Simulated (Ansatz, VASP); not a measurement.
# Ni in VASP and in Ansatz

```xyz
1
Lattice="0.0000 1.7810 1.7810 1.7810 0.0000 1.7810 1.7810 1.7810 0.0000" Properties=species:S:1:pos:R:3 pbc="T T T"
Ni    0.0000    0.0000    0.0000
```

Alike in both runs: task single point; functional LDA; k mesh 15 × 15 × 15; occupations gaussian, width 0.05 eV; collinear spin; Hubbard terms Ni d U = 4.2 eV.

|  | VASP | Ansatz |
| --- | --- | --- |
| version | VASP 6.6.1 | Ansatz 0.2.0 |
| potentials or method | VASP PAW LDA potentials, release 64 (Ni_sv_GW), cutoff 590 eV | PAW, plane waves, scalar-relativistic |
| valence electrons in the cell | 18 | 18 |

Ansatz gave:

- pressure (GPa): -21.3
- net moment per atom (μB): 0.65
- size of the moment on the site where the two differ most (μB): 0.70

Question: Estimate VASP's values.

Answer: Pressure (GPa): -23.4; net moment per atom (μB): 0.85; size of the moment on the site where the two differ most (μB): 0.92.

The net moments are unlike, so the other rows may belong to different states. LDA's correlation is that of Perdew and Zunger in VASP and of Perdew and Wang (1992) in Ansatz. Site moments also hang on the region over which each program counts them. The programs project onto different local orbitals, so the same U acts differently, and such runs can settle in different states. Ansatz's warnings: filled band counts differ across k points.
